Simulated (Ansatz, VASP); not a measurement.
**Bi: VASP beside Ansatz**

Contents of INCAR:

```
PREC     = Accurate       # precision mode
ENCUT    = 520            # plane-wave cutoff, eV
EDIFF    = 1E-6           # SCF threshold, eV
ISMEAR   = -1             # smearing method
SIGMA    = 0.1            # smearing width, eV
LREAL    = False          # projectors in reciprocal space
LASPH    = True           # aspherical terms in the spheres
NELM     = 150            # most SCF steps
ALGO     = Normal         # electronic algorithm
ISIF     = 2              # what is computed and relaxed
LWAVE    = False          # write WAVECAR
LCHARG   = False          # write CHGCAR
MAGMOM   = 0 0 0 0 0 0    # initial moments
LORBIT   = 11             # projections on sites
LSORBIT  = True           # spin-orbit coupling
GGA_COMPAT= False        
LORBMOM  = True         
GGA      = PE             # functional
NBANDS   = 42             # bands
```

File KPOINTS:

```
regular mesh
0
Gamma
  8 8 8
```

POSCAR

```
Bi
1.0
    0.0000000000      3.6470018973      3.6470018973
    3.6470018973      0.0000000000      3.6470018973
    3.6470018973      3.6470018973      0.0000000000
Bi
2
Direct
    0.1250000000      0.1250000000      0.1250000000
    0.8750000000      0.8750000000      0.8750000000
```

Input for Ansatz:

```yaml
crystal:
  lattice:
    - [0.0, 3.6470018973, 3.6470018973]
    - [3.6470018973, 0.0, 3.6470018973]
    - [3.6470018973, 3.6470018973, 0.0]
  atoms:
    - { symbol: Bi, position: [0.125, 0.125, 0.125] }
    - { symbol: Bi, position: [0.875, 0.875, 0.875] }
hamiltonian:
  xc: pbe
  pseudopotentials:
    kind: paw_fr
    azcp:
      Bi: "pseudopotentials/Bi.paw.azcp"
basis:
  ecutwfc: 420
  fft_grid_basis: typed
kpoints:
  mp_grid: { grid: [8, 8, 8], shift: [0, 0, 0] }
magnetization:
  noncollinear: true
  spin_orbit: true
scf:
  occupations: { method: fermi_dirac, width: 0.1 }
```

Alike in both runs: task single point; functional PBE; k mesh 8 × 8 × 8; occupations fermi-dirac, width 0.1 eV; non-collinear spin, spin-orbit coupling.

|  | VASP | Ansatz |
| --- | --- | --- |
| version | VASP 6.6.1 | Ansatz 0.2.0 |
| potentials or method | VASP PAW PBE potentials, release 64 (Bi_d), cutoff 520 eV | plane waves (420 eV) with PAW, fully relativistic with spin-orbit coupling |
| valence electrons in the cell | 30 | 30 |

|  | VASP | Ansatz | Ansatz less VASP |
| --- | --- | --- | --- |
| net moment per atom (μB) | 0.00 | 0.00 | 0.000 |

The functional is the same, so the differences come from potentials, cutoffs and numerics.
